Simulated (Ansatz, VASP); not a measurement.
## Two plane-wave programs on Al2Pt

```
Al Pt
1.0
     0.00000    2.97095    2.97095
     2.97095    0.00000    2.97095
     2.97095    2.97095    0.00000
Al Pt
2 1
Direct
  0.25000 0.25000 0.25000
  0.75000 0.75000 0.75000
  0.00000 0.00000 0.00000
```

Alike in both runs: functional r2SCAN; k mesh 10 × 10 × 10; occupations fermi-dirac, width 0.1 eV; no spin polarisation.

Ansatz relaxed the structure, and its values are those at the end. VASP's run is a single point on that final structure, the one shown.

|  | VASP | Ansatz |
| --- | --- | --- |
| version | VASP 6.6.1 | Ansatz 0.2.0 |
| potentials or method | VASP PAW PBE potentials, release 64 (Al, Pt), cutoff 520 eV | PAW plane waves |
| valence electrons in the cell | 16 | 24 |

Ansatz gave:

```
pressure (GPa) : -2.7
```

Problem. What did VASP give for the same quantities?

Solution. Pressure (GPa): -2.8.

VASP's potentials were made for PBE, not for r2SCAN. With one functional, cell and mesh, what is left measures potentials, basis and numerics. VASP's potentials hold 16 valence electrons a cell and Ansatz's 24, so a difference there can come from the potentials and not from the codes. Ansatz's warnings: stress scf threshold loose.

Spin-orbit coupling is off throughout.
